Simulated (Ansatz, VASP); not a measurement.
# One calculation of Mo3Ru, two programs

```
Mo Ru
1.0
     2.89707    0.00000    0.00000
    -1.44853    2.50893    0.00000
     0.00000    0.00000    9.26473
Mo Ru
3 1
Direct
  0.33333 0.66667 0.50000
  0.66667 0.33333 0.25000
  0.66667 0.33333 0.75000
  0.33333 0.66667 0.00000
```

Alike in both runs: task single point; functional PBE; k mesh 6 × 6 × 2; occupations gaussian, width 0.1 eV; no spin polarisation.

|  | VASP | Ansatz |
| --- | --- | --- |
| version | VASP 6.6.1 | Ansatz 0.2.0 |
| potentials or method | VASP PAW PBE potentials, release 64 (Mo_sv, Ru_pv), cutoff 520 eV | scalar-relativistic, plane waves, PAW |
| valence electrons in the cell | 56 | 58 |

```tsv
	VASP	Ansatz	Ansatz less VASP
gap on the k mesh at the Fermi level (eV)	none	none	-
pressure (GPa)	-18.2	-18.4	-0.24
traceless stress, the component that is largest in VASP (GPa)	2.63	2.66	+0.028
rms of the force components (eV/Å)	0.420	0.417	-0.0033
```

Atom by atom the forces differ by 0.003 eV/Å (rms over components). A gap of «none» marks a metal or a gap that the smearing closes. VASP's potentials hold 56 valence electrons a cell and Ansatz's 58, so a difference there can come from the potentials and not from the codes.

The k mesh is coarse, so the values compare programs but aren't converged.
